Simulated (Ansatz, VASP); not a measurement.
## LiTa2O6: VASP beside Ansatz

```
CELL_PARAMETERS angstrom
2.61144 1.50772 4.62690
-2.61144 1.50772 4.62690
0.00000 -3.01543 4.62690
ATOMIC_POSITIONS crystal
Li 0.78219 0.78219 0.78219
Ta 0.99939 0.99939 0.99939
Ta 0.48982 0.48982 0.48982
O 0.11651 0.36318 0.73804
O 0.73804 0.11651 0.36318
O 0.36318 0.73804 0.11651
O 0.22804 0.81143 0.67037
O 0.81143 0.67037 0.22804
O 0.67037 0.22804 0.81143
```

Alike in both runs: functional r2SCAN; k mesh 6 × 6 × 6; occupations gaussian, width 0.1 eV; no spin polarisation.

Ansatz relaxed the structure, and its values are those at the end. VASP's run is a single point on that final structure, the one shown.

|  | VASP | Ansatz |
| --- | --- | --- |
| version | VASP 6.6.1 | Ansatz 0.2.0 |
| potentials or method | VASP PAW PBE potentials, release 64 (Li_sv, Ta_pv, O), cutoff 830 eV | scalar-relativistic, plane waves, PAW |
| valence electrons in the cell | 61 | 65 |

Ansatz gave:

| Quantity | Value |
| --- | --- |
| gap on the k mesh at the Fermi level (eV) | none |
| pressure (GPa) | 0.0 |
| rms of the force components (eV/Å) | 0.003 |

Question: What did VASP give for the same quantities?

Answer: gap on the k mesh at the Fermi level (eV): none; pressure (GPa): 1.0; rms of the force components (eV/Å): 0.036.

VASP's potentials were made for PBE, not for r2SCAN. A gap of «none» marks a metal or a gap that the smearing closes. VASP's potentials hold 61 valence electrons a cell and Ansatz's 65, so a difference there can come from the potentials and not from the codes.

Neither program's run includes spin-orbit coupling.
